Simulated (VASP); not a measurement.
# MgS (Fm-3m) in VASP: notebook

MgS is run at these levels: PBE; tasks: single point.

Program: VASP 6.6.1. These are calculated values, not measurements. Logs are shortened: lines on timing, memory, paths and dates and some standing lists are left out, and cuts for length are marked.

### Step 1. The cell of the first run

Symmetry: Fm-3m, No. 225, cubic system. The conventional cell has a = 5.332 Å, b = 5.332 Å, c = 5.332 Å, α = 90.00°, β = 90.00°, γ = 90.00°. Within 3.5 Å of Mg (site symmetry m-3m) lie 6 S at 2.67 Å. S (site symmetry m-3m) has 6 Mg at 2.67 Å within 3.5 Å.

### Step 2. Single point, PBE (volume scaled by 1.06)

Contents of INCAR:

```
SYSTEM = MgS
ALGO = Normal
EDIFF = 1E-7
ENCUT = 520
GGA = PE
ISIF = 2
ISMEAR = 0
LASPH = .True.
LCHARG = .False.
LREAL = .False.
LWAVE = .False.
NBANDS = 11
NELM = 80
PREC = Accurate
SIGMA = 0.02
```

Contents of KPOINTS:

```
k-points
0
Gamma
  8 8 8
  0 0 0
```

Contents of POSCAR:

```
MgS
1.0
    0.0000000000      2.6661424052      2.6661424052
    2.6661424052      0.0000000000      2.6661424052
    2.6661424052      2.6661424052      0.0000000000
Mg S
1 1
Direct
    0.0000000000      0.0000000000      0.0000000000
    0.5000000000      0.5000000000      0.5000000000
```

Potentials or basis: VASP PAW PBE potentials, release 64 (Mg, S).

Command:

```bash
$ cat potpaw_PBE.64/Mg/POTCAR potpaw_PBE.64/S/POTCAR > POTCAR
$ mpirun -np 1 vasp_std > vasp.out
```

OUTCAR:

```text
SYSTEM = MgS
   EDIFF = 1E-7
   ENCUT = 520
   GGA = PE
   ISIF = 2
   ISMEAR = 0
   LASPH = .True.
   LREAL = .False.
   NELM = 80
   PREC = Accurate

 ion  position               nearest neighbor table
   1  0.000  0.000  0.000-   2 2.67   2 2.67   2 2.67   2 2.67   2 2.67   2 2.67
   2  0.500  0.500  0.500-   1 2.67   1 2.67   1 2.67   1 2.67   1 2.67   1 2.67

  LATTYP: Found a face centered cubic cell.
 ALAT       =     5.3322848104

  Lattice vectors:

 A1 = (   0.0000000000,   2.6661424052,   2.6661424052)
 A2 = (   2.6661424052,   0.0000000000,   2.6661424052)
 A3 = (   2.6661424052,   2.6661424052,   0.0000000000)

Analysis of symmetry for initial positions (statically):
=====================================================================
 Subroutine PRICEL returns:
 Original cell was already a primitive cell.

 Routine SETGRP: Setting up the symmetry group for a
 face centered cubic supercell.

 Subroutine GETGRP returns: Found 48 space group operations
 (whereof 48 operations were pure point group operations)
 out of a pool of 48 trial point group operations.

The static configuration has the point symmetry O_h .

Analysis of symmetry for dynamics (positions and initial velocities):
=====================================================================
 Subroutine PRICEL returns:
 Original cell was already a primitive cell.

 Routine SETGRP: Setting up the symmetry group for a
 face centered cubic supercell.

 Subroutine GETGRP returns: Found 48 space group operations
 (whereof 48 operations were pure point group operations)
 out of a pool of 48 trial point group operations.

The dynamic configuration has the point symmetry O_h .

 Subroutine INISYM returns: Found 48 space group operations
 (whereof 48 operations are pure point group operations),
 and found     1 'primitive' translations

----------------------------------------------------------------------------------------

                                     Primitive cell

  volume of cell :      37.9036

  direct lattice vectors                    reciprocal lattice vectors
     0.000000000  2.666142405  2.666142405    -0.187536869  0.187536869  0.187536869
     2.666142405  0.000000000  2.666142405     0.187536869 -0.187536869  0.187536869
     2.666142405  2.666142405  0.000000000     0.187536869  0.187536869 -0.187536869

  length of vectors
     3.770494749  3.770494749  3.770494749     0.324823386  0.324823386  0.324823386

  position of ions in fractional coordinates (direct lattice)
[... 87 lines left out ...]
   POTIM  = 0.5000    time-step for ionic-motion
   TEBEG  =    0.0;   TEEND  =   0.0 temperature during run
   PSTRESS=    0.0 pullay stress
   NELECT =       8.0000    total number of electrons
   NUPDOWN=      -1.0000    fix difference up-down
   EMIN   =  10.00;   EMAX   =-10.00  energy-range for DOS
   EFERMI =   0.00;   METHOD = LEGACY
   ISMEAR =     0;   SIGMA  =   0.02  broadening in eV -4-tet -1-fermi 0-gaus
   EFERMI_NEDOS =   21; number of points for ismear=-14 and -15
   IALGO  =     38    algorithm
   IMIX   =      4    mixing-type and parameters
     AMIX     =   0.40;   BMIX     =  1.00
     AMIX_MAG =   1.60;   BMIX_MAG =  1.00
  volume/ion in A,a.u.               =      18.95       127.89
  Fermi-wavevector in a.u.,A,eV,Ry     =   0.974716  1.841946 12.926508  0.950072
  Thomas-Fermi vector in A             =   2.105198
   LORBIT       =      0    0 simple, 1 ext, 2 COOP (PROOUT), +10 PAW based schemes
   GGA     = PE    functional components
   LHFCALC =     F    Hartree Fock is set to
   AEXX    =    0.0000 exact exchange contribution
   IVDW    =     0    specifies the selected vdW correction
   LEPSILON=     F    determine dielectric tensor
   LRPA    =     F    only Hartree local field effects (RPA)
 non-spin polarized calculation
 Gauss-broadening in eV      SIGMA  =   0.02
  energy-cutoff  :      520.00
  volume of cell :       37.90
 maximum number of plane-waves:      1036
   NGX = 13   NGY = 13   NGZ = 13

 number of electron       8.0000001 magnetization

 Free energy of the ion-electron system (eV)
  ---------------------------------------------------
  ext. energy  EPLUGINS =         0.00000000
  ---------------------------------------------------
  free energy    TOTEN  =        -8.47274192 eV

  energy without entropy =       -8.47274192  energy(sigma->0) =       -8.47274192

 E-fermi :   3.2453     XC(G=0):  -9.3891

 val. band max:        3.0964787811   @ k =   0.0000   0.0000   0.0000
 cond. band min:       5.7084739000   @ k =   0.5000   0.5000   0.0000
 fundamental gap:      2.6119951189
 Fermi energy:         3.2452544991

 k-point     1 :       0.0000    0.0000    0.0000
  band No.  band energies     occupation
      1      -9.1744      2.00000
      2       3.0965      2.00000
      3       3.0965      2.00000
      4       3.0965      2.00000
      5       6.2532      0.00000
      6      11.0850      0.00000
      7      11.0850      0.00000
      8      11.0850      0.00000
      9      13.3561      0.00000
     10      13.3561      0.00000
     11      15.4532      0.00000
[... 309 lines left out ...]
 k-point    24 :      -0.3750    0.2500    0.1250
  band No.  band energies     occupation
      1      -7.8803      2.00000
      2      -0.8609      2.00000
      3       1.1718      2.00000
      4       2.0731      2.00000
      5       8.4711      0.00000
      6       9.0431      0.00000
      7      11.2749      0.00000
      8      12.1477      0.00000
      9      15.0362      0.00000
     10      15.7904      0.00000
     11      18.2098      0.00000

 [... further k-points ...]

------------------------ aborting loop because EDIFF is reached ----------------------------------------

  FORCE on cell =-STRESS in cart. coord.  units (eV):
  Direction    XX          YY          ZZ          XY          YZ          ZX
  --------------------------------------------------------------------------------------
  -------------------------------------------------------------------------------------
  Total       -0.9678928     -0.9678928     -0.9678928      0.0000000      0.0000000      0.0000000
  in kB      -40.9126685    -40.9126685    -40.9126685      0.0000000      0.0000000      0.0000000
  external PRESSURE =     -40.9126685 kB  Pullay stress =       0.0000000 kB

 VOLUME and BASIS-vectors are now :
 -----------------------------------------------------------------------------
  energy-cutoff  :      520.00
  volume of cell :       37.90
      direct lattice vectors                 reciprocal lattice vectors
     0.000000000  2.666142405  2.666142405    -0.187536869  0.187536869  0.187536869
     2.666142405  0.000000000  2.666142405     0.187536869 -0.187536869  0.187536869
     2.666142405  2.666142405  0.000000000     0.187536869  0.187536869 -0.187536869

 POSITION                                       TOTAL-FORCE (eV/Angst)
 -----------------------------------------------------------------------------------
      0.00000      0.00000      0.00000        -0.000000      0.000000     -0.000000
      2.66614      2.66614      2.66614         0.000000     -0.000000      0.000000
 -----------------------------------------------------------------------------------
    total drift:                                0.000000      0.000000      0.000000

  FREE ENERGIE OF THE ION-ELECTRON SYSTEM (eV)
  ---------------------------------------------------
  free  energy   TOTEN  =        -8.4727419159 eV

  energy  without entropy=       -8.4727419159  energy(sigma->0) =       -8.47274192
```

OSZICAR:

```text
N       E                     dE             d eps       ncg     rms          rms(c)
DAV:   1     0.222113010452E+02    0.22211E+02   -0.34800E+03   646   0.581E+02
DAV:   2    -0.736490210945E+01   -0.29576E+02   -0.28348E+02   808   0.980E+01
DAV:   3    -0.890268155389E+01   -0.15378E+01   -0.15348E+01   769   0.241E+01
DAV:   4    -0.891239673438E+01   -0.97152E-02   -0.97138E-02   755   0.232E+00
DAV:   5    -0.891248240166E+01   -0.85667E-04   -0.85666E-04   766   0.219E-01    0.412E+00
DAV:   6    -0.851507772825E+01    0.39740E+00   -0.90960E-01   718   0.363E+00    0.318E+00
DAV:   7    -0.847370554700E+01    0.41372E-01   -0.22078E-01   762   0.198E+00    0.217E+00
DAV:   8    -0.847314109090E+01    0.56446E-03   -0.17481E-02   698   0.797E-01    0.101E+00
DAV:   9    -0.847273156784E+01    0.40952E-03   -0.10410E-03   725   0.179E-01    0.375E-01
DAV:  10    -0.847274458689E+01   -0.13019E-04   -0.29368E-04   745   0.776E-02    0.411E-02
DAV:  11    -0.847274217652E+01    0.24104E-05   -0.18794E-05   749   0.192E-02    0.244E-02
DAV:  12    -0.847274198584E+01    0.19068E-06   -0.89422E-07   771   0.553E-03    0.375E-03
DAV:  13    -0.847274191589E+01    0.69954E-07   -0.32763E-08   448   0.819E-04
   1 F= -.84727419E+01 E0= -.84727419E+01  d E =-.614256E-28
```

It took 17 s on 1 thread of Intel Xeon 8259CL, shared host; peak memory 0.16 GiB.

Results:

- Free energy: -8.4727 eV
- Pressure: -4.1 GPa
- Band gap on the k mesh: 2.61 eV, indirect (least direct gap 3.16 eV)

### Step 3. Single point, PBE (volume scaled by 1.10)

Contents of INCAR:

```
PREC = Accurate
ENCUT = 520
EDIFF = 1E-7
ISMEAR = 0
SIGMA = 0.02
LREAL = False
LASPH = True
NELM = 100
ALGO = Normal
ISIF = 2
LWAVE = False
LCHARG = False
GGA = PE
NBANDS = 11
```

Contents of KPOINTS:

```
regular mesh
0
Gamma
  8 8 8
```

Contents of POSCAR:

```
MgS
1.0
    0.0000000000      2.6992655735      2.6992655735
    2.6992655735      0.0000000000      2.6992655735
    2.6992655735      2.6992655735      0.0000000000
Mg S
1 1
Direct
    0.0000000000      0.0000000000      0.0000000000
    0.5000000000      0.5000000000      0.5000000000
```

Potentials or basis: VASP PAW PBE potentials, release 64 (Mg, S).

Command:

```bash
$ cat potpaw_PBE.64/Mg/POTCAR potpaw_PBE.64/S/POTCAR > POTCAR
$ mpirun -np 1 vasp_std > vasp.out
```

It took 20 s on 1 thread of Intel Xeon 8259CL, shared host; peak memory 0.16 GiB.

The run converged. Its results:

```
Free energy            : -8.4275 eV
Pressure               : -6.0 GPa
Band gap on the k mesh : 2.53 eV, indirect (least direct gap 2.90 eV)
```

Levels at points of the mesh, in eV from the valence-band top:
| k point | band 2 | band 3 | band 4 | band 5 | band 6 | band 7 |
| --- | --- | --- | --- | --- | --- | --- |
| (0.00, 0.00, 0.00) | 0.00 | 0.00 | 0.00 | 2.90 | 8.00 | 8.00 |
| (0.50, 0.00, 0.00) | -4.28 | -0.47 | -0.47 | 4.38 | 6.76 | 6.76 |
| (0.50, 0.50, 0.00) | -3.65 | -1.45 | -1.45 | 2.53 | 4.69 | 10.95 |
